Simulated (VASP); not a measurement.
GeSb2, 6 atoms in the cell. Symmetry: Pnnm, No. 58, orthorhombic system. Conventional cell: a = 5.776 Å, b = 7.414 Å, c = 3.935 Å, α = 90.00°, β = 90.00°, γ = 90.00°. Within 4.0 Å of Ge (site symmetry 2/m) lie 6 Sb at 2.86 to 2.93 Å and 2 Ge at 3.93 Å. Within 4.3 Å of Sb (site symmetry m) lie 12 Sb at 2.85 to 4.27 Å and 3 Ge at 2.86 to 2.93 Å. 

* Program: VASP 6.6.1
* Task: single point
* Functional: PBE
* Potentials or basis: VASP PAW PBE potentials, release 64 (Ge_d, Sb)
* Cutoff: 520 eV
* k mesh: 8 × 6 × 10
* Occupations: gaussian, width 0.1 eV
* Spin: no spin polarisation
* Dipole correction: no
* Further INCAR settings: ALGO = Normal; EDIFF = 1e-06; NBANDS = 33

Potentials or basis: VASP PAW PBE potentials, release 64 (Ge_d, Sb).

Launch:

```bash
$ cat potpaw_PBE.64/Ge_d/POTCAR potpaw_PBE.64/Sb/POTCAR > POTCAR
$ mpirun -np 1 vasp_std > vasp.out
```

Hardware: 1 thread of Intel(R) Xeon(R) Platinum 8488C (Sapphire Rapids) (shared host).

Task: Estimate the wall time of this run.

Result: Run time: 5 min on 1 thread of Intel(R) Xeon(R) Platinum 8488C (Sapphire Rapids), on a shared host, peak memory 0.65 GiB. Counts: scf iterations 12, k points 120.
